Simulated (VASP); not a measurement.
# GaSb (Immm) in VASP: notebook

GaSb is run at these levels: PBE; tasks: single point.

Program: VASP 6.6.1. These are calculated values, not measurements. Logs are shortened: lines on timing, memory, paths and dates and some standing lists are left out, and cuts for length are marked.

### Step 1. The cell of the first run

It takes space group Immm (No. 71, orthorhombic). The conventional cell has a = 3.056 Å, b = 4.662 Å, c = 6.631 Å, α = 90.00°, β = 90.00°, γ = 90.00°. Within 3.7 Å of Ga (site symmetry mmm) lie 6 Sb at 2.79 to 3.32 Å and 2 Ga at 3.06 Å. Sb (site symmetry mmm) has 6 Ga at 2.79 to 3.32 Å and 2 Sb at 3.06 Å within 3.7 Å.

### Step 2. Single point, PBE

INCAR

```
SYSTEM = GaSb
  PREC = Accurate
  ENCUT = 520
  EDIFF = 1E-7
  ISMEAR = 0
  SIGMA = 0.15
  LREAL = .FALSE.
  LASPH = .TRUE.
  NELM = 100
  ALGO = Normal
  ISIF = 2
  LWAVE = .FALSE.
  LCHARG = .TRUE.
  GGA = PE
  LELF = .TRUE.
  LVHAR = .TRUE.
  NBANDS = 16
```

KPOINTS

```
Automatic mesh
0
G
  16 16 16
  0 0 0
```

POSCAR

```
GaSb
1.0
   -1.5282481680      2.3308806900      3.3153909758
    1.5282481680     -2.3308806900      3.3153909758
    1.5282481680      2.3308806900     -3.3153909758
Ga Sb
1 1
Direct
    0.0000000000      0.0000000000      0.0000000000
    0.5000000000      0.5000000000      0.0000000000
```

Potentials or basis: VASP PAW PBE potentials, release 64 (Ga_d, Sb).

The run is started by

```sh
$ cat potpaw_PBE.64/Ga_d/POTCAR potpaw_PBE.64/Sb/POTCAR > POTCAR
$ mpirun -np 1 vasp_std > vasp.out
```

OUTCAR:

```text
SYSTEM = GaSb
   PREC = Accurate
   ENCUT = 520
   EDIFF = 1E-7
   ISMEAR = 0
   LREAL = .FALSE.
   LASPH = .TRUE.
   NELM = 100
   ISIF = 2
   GGA = PE

 ion  position               nearest neighbor table
   1  0.000  0.000  0.000-   2 2.79   2 2.79   2 2.79   2 2.79   2 3.32   2 3.32
   2  0.500  0.500  0.000-   1 2.79   1 2.79   1 2.79   1 2.79   1 3.32   1 3.32

  LATTYP: Found a body centered orthorhombic cell.
 ALAT       =     3.0564963360
 B/A-ratio  =     1.5251977649
 C/A-ratio  =     2.1694061509

  Lattice vectors:

 A1 = (  -1.5282481680,   2.3308806900,   3.3153909758)
 A2 = (   1.5282481680,  -2.3308806900,   3.3153909758)
 A3 = (   1.5282481680,   2.3308806900,  -3.3153909758)

Analysis of symmetry for initial positions (statically):
=====================================================================
 Subroutine PRICEL returns:
 Original cell was already a primitive cell.

 Routine SETGRP: Setting up the symmetry group for a
 body centered orthorhombic supercell.

 Subroutine GETGRP returns: Found  8 space group operations
 (whereof  8 operations were pure point group operations)
 out of a pool of  8 trial point group operations.

The static configuration has the point symmetry D_2h.

Analysis of symmetry for dynamics (positions and initial velocities):
=====================================================================
 Subroutine PRICEL returns:
 Original cell was already a primitive cell.

 Routine SETGRP: Setting up the symmetry group for a
 body centered orthorhombic supercell.

 Subroutine GETGRP returns: Found  8 space group operations
 (whereof  8 operations were pure point group operations)
 out of a pool of  8 trial point group operations.

The dynamic configuration has the point symmetry D_2h.

 Subroutine INISYM returns: Found  8 space group operations
 (whereof  8 operations are pure point group operations),
 and found     1 'primitive' translations

----------------------------------------------------------------------------------------

                                     Primitive cell

  volume of cell :      47.2399

  direct lattice vectors                    reciprocal lattice vectors
    -1.528248168  2.330880690  3.315390976     0.000000000  0.214511194  0.150811776
     1.528248168 -2.330880690  3.315390976     0.327171994  0.000000000  0.150811776
     1.528248168  2.330880690 -3.315390976     0.327171994  0.214511194  0.000000000

[... 76 lines left out ...]
   ICHARG =      2    charge: 1-file 2-atom 10-const
   ISPIN  =      1    spin polarized calculation?
   LNONCOLLINEAR =      F non collinear calculations
   LSORBIT =      F    spin-orbit coupling
   LASPH  =      T    aspherical Exc in radial PAW
   ENCUT  =  520.0 eV  38.22 Ry    6.18 a.u.   8.05  8.05  8.05*2*pi/ulx,y,z
   NELM   =    100;   NELMIN=  2; NELMDL= -5     # of ELM steps
   EDIFF  = 0.1E-06   stopping-criterion for ELM
   LREAL  =      F    real-space projection
   EDIFFG = 0.1E-05   stopping-criterion for IOM
   NSW    =      0    number of steps for IOM
   IBRION =     -1    ionic relax: 0-MD 1-quasi-New 2-CG
   NFREE  =      0    steps in history (QN), initial steepest desc. (CG)
   ISIF   =      2    stress and relaxation
   ISYM   =      2    0-nonsym 1-usesym 2-fastsym
   POTIM  = 0.5000    time-step for ionic-motion
   TEBEG  =    0.0;   TEEND  =   0.0 temperature during run
   PSTRESS=    0.0 pullay stress
   NELECT =      18.0000    total number of electrons
   NUPDOWN=      -1.0000    fix difference up-down
   EMIN   =  10.00;   EMAX   =-10.00  energy-range for DOS
   EFERMI =   0.00;   METHOD = LEGACY
   ISMEAR =     0;   SIGMA  =   0.15  broadening in eV -4-tet -1-fermi 0-gaus
   EFERMI_NEDOS =   21; number of points for ismear=-14 and -15
   IALGO  =     38    algorithm
   IMIX   =      4    mixing-type and parameters
     AMIX     =   0.40;   BMIX     =  1.00
     AMIX_MAG =   1.60;   BMIX_MAG =  1.00
  volume/ion in A,a.u.               =      23.62       159.40
  Fermi-wavevector in a.u.,A,eV,Ry     =   1.186851  2.242823 19.165367  1.408615
  Thomas-Fermi vector in A             =   2.323015
   LORBIT       =      0    0 simple, 1 ext, 2 COOP (PROOUT), +10 PAW based schemes
   GGA     = PE    functional components
   LHFCALC =     F    Hartree Fock is set to
   AEXX    =    0.0000 exact exchange contribution
   IVDW    =     0    specifies the selected vdW correction
   LEPSILON=     F    determine dielectric tensor
   LRPA    =     F    only Hartree local field effects (RPA)
 non-spin polarized calculation
 Gauss-broadening in eV      SIGMA  =   0.15
  energy-cutoff  :      520.00
  volume of cell :       47.24
 maximum number of plane-waves:      1292
   NGX = 17   NGY = 17   NGZ = 17

 number of electron      18.0000004 magnetization

 Free energy of the ion-electron system (eV)
  ---------------------------------------------------
  ext. energy  EPLUGINS =         0.00000000
  ---------------------------------------------------
  free energy    TOTEN  =        -6.47799407 eV

  energy without entropy =       -6.46680844  energy(sigma->0) =       -6.47240125

 E-fermi :   6.8254     XC(G=0): -10.2718

 val. band max:        6.8242852017   @ k =  -0.4375  -0.2500   0.0625
 cond. band min:       6.8321640231   @ k =   0.2500   0.3750   0.0625
 fundamental gap:      0.0078788214
 Fermi energy:         6.8254327738

 k-point     1 :       0.0000    0.0000    0.0000
  band No.  band energies     occupation
      1      -8.2939      2.00000
      2      -8.2540      2.00000
      3      -8.1964      2.00000
      4      -8.1819      2.00000
      5      -8.1402      2.00000
      6      -5.5657      2.00000
[... 433 lines left out ...]
      3      -8.1958      2.00000
      4      -8.1882      2.00000
      5      -8.1428      2.00000
      6      -5.4022      2.00000
[... 8 lines left out ...]
     15      16.7029      0.00000
     16      17.0209      0.00000

 [... further k-points ...]
[... 5 lines left out ...]
  --------------------------------------------------------------------------------------
  -------------------------------------------------------------------------------------
  Total        3.9843663      4.4527389     -2.1508426      0.0000000      0.0000000      0.0000000
  in kB      135.1329226    151.0181498    -72.9475216      0.0000000      0.0000000      0.0000000
  external PRESSURE =      71.0678502 kB  Pullay stress =       0.0000000 kB

 VOLUME and BASIS-vectors are now :
 -----------------------------------------------------------------------------
  energy-cutoff  :      520.00
  volume of cell :       47.24
      direct lattice vectors                 reciprocal lattice vectors
    -1.528248168  2.330880690  3.315390976     0.000000000  0.214511194  0.150811776
     1.528248168 -2.330880690  3.315390976     0.327171994  0.000000000  0.150811776
     1.528248168  2.330880690 -3.315390976     0.327171994  0.214511194  0.000000000

 POSITION                                       TOTAL-FORCE (eV/Angst)
 -----------------------------------------------------------------------------------
      0.00000      0.00000      0.00000         0.000000      0.000000     -0.000000
      0.00000      0.00000      3.31539        -0.000000     -0.000000      0.000000
 -----------------------------------------------------------------------------------
    total drift:                                0.000000      0.000000      0.000000

  FREE ENERGIE OF THE ION-ELECTRON SYSTEM (eV)
  ---------------------------------------------------
  free  energy   TOTEN  =        -6.4779940657 eV

  energy  without entropy=       -6.4668084394  energy(sigma->0) =       -6.47240125
```

stdout:

```text
POSCAR found type information on POSCAR GaSb
 POSCAR found :  2 types and       2 ions
 scaLAPACK will be used
 LDA part: xc-table for (Slater+PW92), standard interpolation
 POSCAR, INCAR and KPOINTS ok, starting setup
 FFT: planning ... GRIDC
 FFT: planning ... GRID_SOFT
 FFT: planning ... GRID
 WAVECAR not read
 entering main loop
```

It took 3.5 min on 1 thread of AMD EPYC 9R45 (Zen 5), shared host; peak memory 0.55 GiB.

What came out:

* Free energy: -6.4780 eV
* Pressure: 7.1 GPa
* Band gap on the k mesh: zero (bands 9 and 10 overlap by 5.85 eV)

Stress tensor (GPa, compression positive):
```
13.51  0.00  0.00
 0.00 15.10  0.00
 0.00  0.00 -7.29
```

Caveat: the cell differs from its parent crystal (strain +e along x and -e along y +0.0267, strain +e along z and -e/2 along x and y +0.1500); the cell stands under pressure; spin-orbit coupling is left out, which moves the levels of the heavy elements.

### Step 3. Single point, PBE

This run uses another cell than the first one, of the same volume but with other edges.

INCAR

```
  ALGO = Normal
  EDIFF = 1E-6
  ENCUT = 520
  GGA = PE
  ISIF = 2
  ISMEAR = 0
  LASPH = T
  LCHARG = F
  LREAL = F
  LWAVE = F
  NBANDS = 16
  NELM = 60
  PREC = Accurate
  SIGMA = 0.15
```

KPOINTS

```
k-points
0
Gamma
  16 16 16
```

POSCAR

```
GaSb
1.0
   -1.6833692912      2.8586566360      2.4505063734
    1.6833692912     -2.8586566360      2.4505063734
    1.6833692912      2.8586566360     -2.4505063734
Ga Sb
1 1
Direct
    0.0000000000      0.0000000000      0.0000000000
    0.5000000000      0.5000000000      0.0000000000
```

Potentials or basis: VASP PAW PBE potentials, release 64 (Ga_d, Sb).

The run is started by

```sh
$ cat potpaw_PBE.64/Ga_d/POTCAR potpaw_PBE.64/Sb/POTCAR > POTCAR
$ mpirun -np 1 vasp_std > vasp.out
```

Wall time 3.3 min (1 thread of AMD EPYC 9R45 (Zen 5), shared host); peak memory 0.55 GiB.

It converged, with:

```yaml
Free_energy: -6.1219 eV
Pressure: 9.6 GPa
Band_gap_on_the_k_mesh: zero (bands 9 and 10 overlap by 6.30 eV)
```

Stress tensor (GPa, compression positive):
```
-4.63  0.00  0.00
 0.00 -4.66  0.00
 0.00  0.00 38.18
```

Levels at points of the mesh, in eV from the Fermi level:
```csv
k point,band 5,band 6,band 7,band 8,band 9,band 10,band 11,band 12,band 13,band 14
"(0.00, 0.00, 0.00)",-15.19,-12.21,-3.02,-1.74,-0.24,3.43,3.91,4.36,6.69,8.25
"(0.50, 0.00, 0.00)",-15.18,-10.55,-8.38,-0.17,1.31,3.00,4.16,4.41,4.96,7.49
"(0.00, 0.50, 0.00)",-15.17,-8.96,-6.82,-2.66,-1.04,-0.73,0.62,5.67,6.01,11.09
"(0.50, 0.50, 0.00)",-15.17,-9.42,-5.24,-3.11,-1.83,-0.45,1.95,3.82,5.54,6.72
"(0.50, 0.50, 0.50)",-15.18,-9.52,-5.22,-5.12,-4.99,0.99,5.16,9.30,9.49,11.51
```

Caveat: the cell differs from its parent crystal (strain +e along x and -e along y -0.0267, strain +e along z and -e/2 along x and y -0.1500); the cell stands under pressure; spin-orbit coupling is left out, which moves the levels of the heavy elements.

### Step 4. Single point, PBE

INCAR

```
PREC = Accurate ; ENCUT = 520
EDIFF = 1E-6 ; ISMEAR = 0
SIGMA = 0.15 ; LREAL = False
LASPH = True ; NELM = 60
ALGO = Normal ; ISIF = 2
LWAVE = False ; LCHARG = False
GGA = PE ; NBANDS = 16
```

KPOINTS

```
Automatic mesh
0
Gamma
  16 16 16
```

POSCAR

```
GaSb
1.0
   -1.5067303310      2.3656505901      3.3153909758
    1.5067303310     -2.3656505901      3.3153909758
    1.5067303310      2.3656505901     -3.3153909758
Ga Sb
1 1
Direct
    0.0000000000      0.0000000000      0.0000000000
    0.5000000000      0.5000000000      0.0000000000
```

Potentials or basis: VASP PAW PBE potentials, release 64 (Ga_d, Sb).

The run is started by

```sh
$ cat potpaw_PBE.64/Ga_d/POTCAR potpaw_PBE.64/Sb/POTCAR > POTCAR
$ mpirun -np 1 vasp_std > vasp.out
```

OUTCAR:

```text
PREC = Accurate
   ENCUT = 520
   EDIFF = 1E-6
   ISMEAR = 0
   LREAL = False
   LASPH = True
   NELM = 60
   ISIF = 2
   GGA = PE

 ion  position               nearest neighbor table
   1  0.000  0.000  0.000-   2 2.80   2 2.80   2 2.80   2 2.80   2 3.32   2 3.32
   2  0.500  0.500  0.000-   1 2.80   1 2.80   1 2.80   1 2.80   1 3.32   1 3.32

  LATTYP: Found a body centered orthorhombic cell.
 ALAT       =     3.0134606620
 B/A-ratio  =     1.5700557302
 C/A-ratio  =     2.2003877586

  Lattice vectors:

 A1 = (  -1.5067303310,   2.3656505901,   3.3153909758)
 A2 = (   1.5067303310,  -2.3656505901,   3.3153909758)
 A3 = (   1.5067303310,   2.3656505901,  -3.3153909758)

Analysis of symmetry for initial positions (statically):
=====================================================================
 Subroutine PRICEL returns:
 Original cell was already a primitive cell.

 Routine SETGRP: Setting up the symmetry group for a
 body centered orthorhombic supercell.

 Subroutine GETGRP returns: Found  8 space group operations
[... 158 lines left out ...]
  ---------------------------------------------------
  ext. energy  EPLUGINS =         0.00000000
  ---------------------------------------------------
  free energy    TOTEN  =        -6.48610804 eV

  energy without entropy =       -6.47515633  energy(sigma->0) =       -6.48063219

 E-fermi :   6.8200     XC(G=0): -10.2700

 val. band max:        6.8193553490   @ k =   0.3750   0.3750   0.1250
 cond. band min:       6.8331902855   @ k =   0.1250   0.2500  -0.0000
 fundamental gap:      0.0138349365
 Fermi energy:         6.8200052045

 k-point     1 :       0.0000    0.0000    0.0000
  band No.  band energies     occupation
      1      -8.2992      2.00000
      2      -8.2490      2.00000
      3      -8.1938      2.00000
      4      -8.1687      2.00000
      5      -8.1306      2.00000
      6      -5.5758      2.00000
[... 433 lines left out ...]
      3      -8.1931      2.00000
      4      -8.1751      2.00000
      5      -8.1336      2.00000
      6      -5.4138      2.00000
[... 8 lines left out ...]
     15      17.0917      0.00000
     16      17.2038      0.00000

 [... further k-points ...]
[... 5 lines left out ...]
  --------------------------------------------------------------------------------------
  -------------------------------------------------------------------------------------
  Total        4.0371686      4.2970044     -2.1054636     -0.0000000      0.0000000      0.0000000
  in kB      136.8379614    145.6449760    -71.3637147     -0.0000000      0.0000000      0.0000000
  external PRESSURE =      70.3730742 kB  Pullay stress =       0.0000000 kB

 VOLUME and BASIS-vectors are now :
 -----------------------------------------------------------------------------
  energy-cutoff  :      520.00
  volume of cell :       47.27
      direct lattice vectors                 reciprocal lattice vectors
    -1.506730331  2.365650590  3.315390976     0.000000000  0.211358348  0.150811776
     1.506730331 -2.365650590  3.315390976     0.331844385  0.000000000  0.150811776
     1.506730331  2.365650590 -3.315390976     0.331844385  0.211358348  0.000000000

 POSITION                                       TOTAL-FORCE (eV/Angst)
 -----------------------------------------------------------------------------------
      0.00000      0.00000      0.00000         0.000000     -0.000000      0.000000
      0.00000      0.00000      3.31539        -0.000000      0.000000     -0.000000
 -----------------------------------------------------------------------------------
    total drift:                                0.000000      0.000000     -0.000000

  FREE ENERGIE OF THE ION-ELECTRON SYSTEM (eV)
  ---------------------------------------------------
  free  energy   TOTEN  =        -6.4861080427 eV

  energy  without entropy=       -6.4751563323  energy(sigma->0) =       -6.48063219
```

stdout:

```text
POSCAR found type information on POSCAR GaSb
 POSCAR found :  2 types and       2 ions
 scaLAPACK will be used
 LDA part: xc-table for (Slater+PW92), standard interpolation
 POSCAR, INCAR and KPOINTS ok, starting setup
 FFT: planning ... GRIDC
 FFT: planning ... GRID_SOFT
 FFT: planning ... GRID
 WAVECAR not read
 entering main loop
```

Run time: 3.5 min. Hardware: 1 thread of AMD EPYC 9R45 (Zen 5), shared host; peak memory 0.55 GiB.

What came out:

```yaml
Free_energy: -6.4861 eV
Pressure: 7.0 GPa
Band_gap_on_the_k_mesh: zero (bands 9 and 10 overlap by 5.88 eV)
```

Levels at points of the mesh, in eV from the Fermi level:
```tsv
k point	band 5	band 6	band 7	band 8	band 9	band 10	band 11	band 12	band 13	band 14
(0.00, 0.00, 0.00)	-14.95	-12.40	-3.50	-3.02	-0.35	2.32	3.82	4.82	5.66	9.58
(0.50, 0.00, 0.00)	-14.95	-11.03	-8.55	-1.54	-0.02	4.14	4.78	5.35	7.40	9.20
(0.00, 0.50, 0.00)	-14.91	-8.24	-6.65	-0.71	-0.09	0.48	1.19	1.38	2.21	8.57
(0.50, 0.50, 0.00)	-14.90	-7.56	-5.51	-3.85	-3.68	-0.89	3.14	6.21	6.64	7.92
(0.50, 0.50, 0.50)	-14.95	-10.90	-5.27	-4.78	-4.78	3.64	7.18	7.59	11.16	11.18
```

Caveat: the cell differs from its parent crystal (strain +e along x and -e along y +0.0133, strain +e along z and -e/2 along x and y +0.1500); the cell stands under pressure; spin-orbit coupling is left out, which moves the levels of the heavy elements.

### Step 5. The runs side by side

```tsv
cell	gap on the mesh (eV)	pressure (GPa)
a = 4.331 Å, angles 138.7, 114.9, 80.1°, 2 atoms	none	7.1
a = 4.124 Å, angles 131.8, 92.2, 107.1°, 2 atoms	none	9.6
a = 4.343 Å, angles 139.4, 114.0, 80.5°, 2 atoms	none	7.0
```

Alike in all rows: task single point; level PBE; potentials or basis VASP PAW PBE potentials, release 64 (Ga_d, Sb); no spin polarisation; k mesh 16 × 16 × 16; cutoff (eV) 520; smearing gaussian 0.15 eV.

Caveats: the cell stands under pressure; spin-orbit coupling is left out, which moves the levels of the heavy elements.

Total energies depend on the potentials used, so only differences within one code and one set of settings carry meaning.
